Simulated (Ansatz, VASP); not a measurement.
Two plane-wave programs on TlBH

Contents of INCAR:

```
ALGO = Normal
EDIFF = 1E-6
EDIFFG = -0.01
ENCUT = 600
GGA = PE
IBRION = 2
ISIF = 3
ISMEAR = 0
LASPH = T
LCHARG = F
LREAL = F
LWAVE = F
NELM = 100
NSW = 100
PREC = Accurate
SIGMA = 0.1
```

The input KPOINTS:

```
k-points
0
Gamma
  12 12 6
```

Contents of POSCAR:

```
TlBH
1.0
    3.6426356600      0.0000000000      0.0000000000
   -1.8213178300      3.1546150200      0.0000000000
    0.0000000000      0.0000000000      7.2262102900
Tl B H
2 2 2
Direct
    0.3333333300      0.6666666700      0.2500000000
    0.6666666700      0.3333333300      0.7500000000
    0.0000000000      0.0000000000      0.0000000000
    0.0000000000      0.0000000000      0.5000000000
    0.3333333300      0.6666666700      0.7500000000
    0.6666666700      0.3333333300      0.2500000000
```

Input for Ansatz:

```yaml
crystal:
  lattice:
    - [3.64263566, 0.0, 0.0]
    - [-1.82131783, 3.15461502, 0.0]
    - [0.0, 0.0, 7.22621029]
  atoms:
    - { symbol: Tl, position: [0.33333333, 0.66666667, 0.25] }
    - { symbol: Tl, position: [0.66666667, 0.33333333, 0.75] }
    - { symbol: B, position: [0.0, 0.0, 0.0] }
    - { symbol: B, position: [0.0, 0.0, 0.5] }
    - { symbol: H, position: [0.33333333, 0.66666667, 0.75] }
    - { symbol: H, position: [0.66666667, 0.33333333, 0.25] }
basis:
  ecutwfc: 420
kpoints:
  mp_grid: { grid: [12, 12, 6] }
hamiltonian:
  xc: pbe
scf:
  occupations: { method: gaussian, width: 0.1 }
output:
  forces: true
  stress: true
  eigenvalues: true
  write_density: true
  write_potential: true
  elf: true
  volumetric_format: npy
relax:
  adjacent_minimum: "off"
  f_tol: 0.01
  max_steps: 80
  cell: { stress_tol: 0.05 }
```

Change from the starting cell: species swapped into the PrHSe type (P6_3/mmc, No. 194).

Alike in both runs: task relaxation of cell and atoms; functional PBE; k mesh 12 × 12 × 6; occupations gaussian, width 0.1 eV; no spin polarisation.

```csv
,VASP,Ansatz
version,VASP 6.6.1,Ansatz 0.2.0
potentials or method,"VASP PAW PBE potentials, release 64 (Tl_d, B, H), cutoff 600 eV","scalar-relativistic, plane waves, PAW"
valence electrons in the cell,34,34
```

Ansatz gave:

* gap on the k mesh at the Fermi level, each at its own relaxed structure (eV): none
* relaxed volume (Å³/atom): 13.52
* relaxed length of the cell vector where the two differ most in proportion (Å): 6.625

Task: Estimate VASP's values.

Result: gap on the k mesh at the Fermi level, each at its own relaxed structure (eV): none; relaxed volume (Å³/atom): 13.52; relaxed length of the cell vector where the two differ most in proportion (Å): 6.620.

A gap of «none» marks a metal or a gap that the smearing closes.

Neither program's run includes spin-orbit coupling.
